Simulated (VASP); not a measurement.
Runs of VASP 6.6.1 on Pb. The structure is that of space group I4_1/amd (No. 141), or close to it. The cells are those of the table. 

| cell | further INCAR settings | gap on the mesh (eV) | pressure (GPa) |
| --- | --- | --- | --- |
| a = 4.743, b = 4.743, c = 4.863 Å, angles 59.2, 59.2, 61.7°, 2 atoms | ALGO = Fast; EDIFF = 1e-06; NBANDS = 21 | none | 2.2 |
| a = 4.870, b = 4.870, c = 5.107 Å, angles 58.4, 58.4, 63.2°, 2 atoms | ALGO = Fast; EDIFF = 1e-06; NBANDS = 21 | none | (a) |
| a = 4.870, b = 4.870, c = 4.620 Å, angles 61.7, 61.7, 56.6°, 2 atoms | ALGO = Fast; EDIFF = 1e-06; NBANDS = 21 | none | 2.2 |
| a = 4.987, b = 4.987, c = 5.107 Å, angles 59.2, 59.2, 61.6°, 2 atoms | ALGO = Fast; EDIFF = 1e-07; NBANDS = 21 | none | -2.1 |

Alike in all rows: task single point; level PBEsol; potentials or basis VASP PAW PBE potentials, release 64 (Pb_d); no spin polarisation; k mesh 12 × 12 × 12; cutoff (eV) 520; smearing gaussian 0.15 eV.

Task: Estimate the missing entries.

Result: (a) -1.0.

Caveats: the PAW data sets were made with another functional, which shifts forces and pressure a little; spin-orbit coupling is left out, which moves the levels of the heavy elements.

A k mesh can miss the band edges, and the runs leave out spin-orbit coupling on Pb.

A gap of «none» marks levels without a gap at the run's occupations.
